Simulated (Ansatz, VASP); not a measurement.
**Se in VASP and in Ansatz**

```xyz
1
Lattice="2.8106 0.0000 0.0000 0.0000 2.8106 0.0000 0.0000 0.0000 2.7262" Properties=species:S:1:pos:R:3 pbc="T T T"
Se    0.0000    0.0000    0.0000
```

Change from the starting cell: strain +0.000 along x and y, -0.030 along z, atoms carried along.

Alike in both runs: task single point; functional LDA; k mesh 16 × 16 × 16; occupations gaussian, width 0.15 eV; no spin polarisation.

|  | VASP | Ansatz |
| --- | --- | --- |
| version | VASP 6.6.1 | Ansatz 0.2.0 |
| potentials or method | VASP PAW LDA potentials, release 64 (Se), cutoff 520 eV | scalar-relativistic, plane waves, PAW |
| valence electrons in the cell | 6 | 16 |

|  | VASP | Ansatz | Ansatz less VASP |
| --- | --- | --- | --- |
| gap on the k mesh at the Fermi level (eV) | none | none | - |
| pressure (GPa) | -0.9 | -1.1 | -0.16 |
| traceless stress, the component that is largest in VASP (GPa) | 1.53 | 1.50 | -0.034 |

LDA's correlation is that of Perdew and Zunger in VASP and of Perdew and Wang (1992) in Ansatz. A gap of «none» marks a metal or a gap that the smearing closes. VASP's potentials hold 6 valence electrons a cell and Ansatz's 16, so a difference there can come from the potentials and not from the codes.
